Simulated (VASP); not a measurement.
Wanted: the native input for a VASP 6.6.1 run.

```
Task                   : single point
Functional             : revPBE
Dispersion             : D4
Potentials or basis    : VASP PAW PBE potentials, release 64 (Eu, S)
Cutoff                 : 600 eV
k mesh                 : 8 × 8 × 8
Occupations            : fermi-dirac, width 0.05 eV
Spin                   : collinear spin, ferromagnetic start
Starting moments       : [7.0, 0.0] μB
Dipole correction      : no
Further INCAR settings : ALGO = Normal; EDIFF = 1e-06; NBANDS = 22
```

The structure of EuS lies in POSCAR:

```
EuS
1.0
    0.0000000000      2.8935773740      2.8935773740
    2.8935773740      0.0000000000      2.8935773740
    2.8935773740      2.8935773740      0.0000000000
Eu S
1 1
Direct
    0.0000000000      0.0000000000      0.0000000000
    0.5000000000      0.5000000000      0.5000000000
```

The input as run:

INCAR

```
PREC = Accurate
ENCUT = 600
EDIFF = 1E-6
ISMEAR = -1
SIGMA = 0.05
LREAL = False
LASPH = True
NELM = 200
ALGO = Normal
ISIF = 2
LWAVE = False
LCHARG = True
ISPIN = 2
MAGMOM = 7 0
LORBIT = 11
LMAXMIX = 6
GGA = RE
IVDW = 13
LELF = True
LVHAR = True
NBANDS = 22
GGA_COMPAT = False
```

KPOINTS

```
regular mesh
0
Gamma
  8 8 8
```

Potentials or basis: VASP PAW PBE potentials, release 64 (Eu, S).

Command:

```console
$ cat potpaw_PBE.64/Eu/POTCAR potpaw_PBE.64/S/POTCAR > POTCAR
$ mpirun -np 1 vasp_std > vasp.out
```

It gave:

```yaml
Pressure: -0.3 GPa
Band_gap_on_the_k_mesh: zero (filled and empty bands overlap)
Net_moment: 6.96 μB per cell
Site_moments: Eu +6.56; S -0.08 μB
Valence_electrons_inside_the_program's_atomic_spheres: Eu 14.79; S 3.79
Dispersion_energy_per_atom: -0.477 eV
```

Caveat: the PAW data sets were made with another functional, which shifts forces and pressure a little; spin-orbit coupling is left out, which moves the levels of the heavy elements; a cell with one magnetic atom can't hold antiferromagnetic order, which such compounds often take; semilocal functionals describe open f shells poorly, which spoils levels, moments and volumes.

Wall time 56 s on 1 thread of Intel(R) Xeon(R) 6975P-C (Granite Rapids) (shared host), peak memory 0.28 GiB.
